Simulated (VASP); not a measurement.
## NbH: single point with LDA

NbH:

```
Nb H
1.0
    -1.62288    1.62288    2.00395
     1.62288   -1.62288    2.00395
     1.62288    1.62288   -2.00395
Nb H
1 1
Direct
  0.00000 0.00000 0.00000
  0.50000 0.50000 0.00000
```

| Item | Value |
| --- | --- |
| Program | VASP 6.6.1 |
| Task | single point |
| Functional | LDA |
| Potentials or basis | VASP PAW LDA potentials, release 64 (Nb_sv, H) |
| Cutoff | 520 eV |
| k mesh | 13 × 13 × 13 |
| Occupations | methfessel-paxton, width 0.1 eV |
| Spin | no spin polarisation |

```
Pressure               : -15.8 GPa
Band gap on the k mesh : zero (band 7 reaches 13.73 eV, above the bottom of band 8 at 9.94 eV)
```

Stress tensor (GPa, compression positive):
```
-15.33   0.00   0.00
  0.00 -15.33   0.00
  0.00   0.00 -16.74
```

Levels at points of the mesh, in eV from the Fermi level:
```csv
k point,band 3,band 4,band 5,band 6,band 7,band 8,band 9,band 10,band 11,band 12
"(0.00, 0.00, 0.00)",-30.60,-30.60,-9.38,-0.67,-0.67,0.63,0.86,1.72,9.74,11.40
```

Wall time 64 s on 1 thread of AMD EPYC 7R13 Processor (Zen 3), with other jobs on the host, peak memory 0.14 GiB.
